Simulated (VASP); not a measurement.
Here is a VASP 6.6.1 calculation.

The input INCAR:

```
PREC = Accurate
ENCUT = 520
EDIFF = 1E-8
ISMEAR = -1
SIGMA = 0.03
LREAL = F
LASPH = T
NELM = 80
ALGO = Normal
ISIF = 2
LWAVE = F
LCHARG = F
GGA = PS
LEFG = T
NBANDS = 22
```

KPOINTS

```
regular mesh
0
Gamma
  9 9 3
```

Contents of POSCAR:

```
Bi
1.0
    4.4463416410      0.0000000000      0.0000000000
   -2.2231708206      3.8506448151      0.0000000000
    0.0000000000      0.0000000000     11.5875240800
Bi
2
Direct
    0.3333333333      0.6666666667      0.2500000000
    0.6666666667      0.3333333333      0.7500000000
```

Potentials or basis: VASP PAW PBE potentials, release 64 (Bi_d).

Launch:

```bash
$ cat potpaw_PBE.64/Bi_d/POTCAR > POTCAR
$ mpirun -np 1 vasp_std > vasp.out
```

Question: What does it give for the pressure?

Answer: -3.9 GPa.

Question: Estimate the band gap on the k mesh.

Answer: Zero (bands 15 and 16 overlap by 2.37 eV).

Electric field gradients, principal values (V/Å²):
```csv
atom,least,middle,greatest (by size)
1 Bi,57.053,57.058,-114.111
2 Bi,57.053,57.058,-114.111
```

Caveat: the stress differs along the axes, from -6 to -1 GPa; without QUAD_EFG the Cq values of the log hold for a quadrupole moment of 1 mb, not for the nuclei; the PAW data sets were made with another functional, which shifts forces and pressure a little; spin-orbit coupling is left out, which moves the levels of the heavy elements.
